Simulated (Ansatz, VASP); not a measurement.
## Two plane-wave programs on Sn3PbS4

```
Sn Pb S
1.0
     6.01723    0.00000    0.02892
     0.00000    4.07387    0.00000
     0.04074    0.00000    8.41323
Sn Pb S
3 1 4
Cartesian
  4.8592 0.0000 5.1605
  1.8171 2.0369 7.3997
  1.1989 2.0369 3.2251
  4.1587 0.0000 0.9844
  5.2495 2.0369 6.9657
  3.8136 2.0369 2.8852
  0.9017 0.0000 1.4713
  2.2333 0.0000 5.6767
```

Alike in both runs: functional PBE; k mesh 6 × 8 × 4; occupations gaussian, width 0.01 eV; no spin polarisation.

Ansatz relaxed the structure, and its values are those at the end. VASP's run is a single point on that final structure, the one shown.

```csv
,VASP,Ansatz
version,VASP 6.6.1,Ansatz 0.2.0
potentials or method,"VASP PAW PBE potentials, release 64 (Sn_d, Pb_d, S), cutoff 520 eV","scalar-relativistic, plane waves, PAW"
valence electrons in the cell,80,80
```

```csv
,VASP,Ansatz,Ansatz less VASP
gap on the k mesh at the Fermi level (eV),0.43,0.43,+0.004
least direct gap on the mesh (eV),0.74,0.75,+0.012
pressure (GPa),0.0,0.0,+0.05
rms of the force components (eV/Å),0.004,0.001,-0.0025
```

Spin-orbit coupling is off throughout.
